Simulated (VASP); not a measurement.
BSe:

```
B Se
1.0
     4.05952    0.02252    0.03831
     0.05539    9.51130    0.05912
     0.03352    0.02104    3.55491
B Se
4 4
Cartesian
  0.4830 1.2038 1.0350
  3.5041 8.5062 2.6919
  2.3182 3.5814 2.5961
  1.7608 5.9332 0.9791
  2.0547 8.0217 0.8802
  2.0916 1.4833 2.8008
  4.0945 5.9566 2.7410
  4.0777 3.3744 0.9336
```

| Property | Result |
| --- | --- |
| Program | VASP 6.6.1 |
| Task | relaxation of cell and atoms |
| Functional | PBE |
| Potentials or basis | VASP PAW PBE potentials, release 64 (B, Se) |
| Cutoff | 600 eV |
| k mesh | 5 × 2 × 5, shifted |
| Occupations | fermi-dirac, width 0.1 eV |
| Spin | no spin polarisation |

At the start: pressure -10.7 GPa; volume 17.15 Å³/atom.

Problem. How do energy, volume and symmetry change on relaxing?

Solution. Over 48 steps the energy falls by 1275.6 meV/atom and the volume is 15.65 Å³/atom (-8.7 %); space group Pnnm (No. 58, to 0.05 Å).

The path:
```csv
step,energy change (eV),largest force (eV/Å),pressure (GPa),volume (Å³)
1,0.0000,2.2819,-10.73,137.24
3,-2.2508,1.8229,7.43,110.68
5,-2.8909,1.2756,10.63,110.94
7,-3.6089,1.2974,-1.73,125.07
9,-4.3119,2.3921,2.34,129.34
11,-4.4737,1.5555,-0.03,128.43
13,-4.9547,1.9962,2.50,130.50
15,-5.4193,1.2711,-0.74,136.41
17,-6.1680,1.6034,-4.06,139.00
19,-6.3826,2.4058,-5.14,140.48
21,-6.7916,2.3915,-5.66,139.39
23,-5.6556,11.7233,0.91,133.45
25,-7.3099,3.5053,-4.70,136.23
27,-7.6726,3.0910,-4.78,134.92
29,-7.9740,5.4479,10.01,118.13
31,-8.6224,3.5173,1.42,124.53
33,-9.1988,1.9242,3.16,122.88
35,-9.7460,1.1110,-1.14,127.97
37,-10.0385,0.8038,-1.22,127.33
39,-10.1594,0.4822,0.77,124.41
41,-10.1900,0.2966,0.16,124.94
43,-10.1984,0.1691,-0.15,125.35
45,-10.2021,0.1415,0.06,125.15
47,-10.2039,0.0675,0.01,125.19
48,-10.2046,0.0295,-0.03,125.23
```

Final structure:
```
B Se
1.0
     5.43613   -0.03131    0.00671
     0.03415    7.46166    2.04080
    -0.01374    0.56456    3.24168
B Se
4 4
Cartesian
  0.1852 1.0855 1.4804
  5.1809 6.8747 3.8026
  2.9099 3.1604 2.7921
  2.4571 4.8004 2.4897
  3.9440 6.3184 2.2230
  1.4231 1.6430 3.0596
  1.2093 5.3691 4.0566
  4.1574 2.5910 1.2262
```
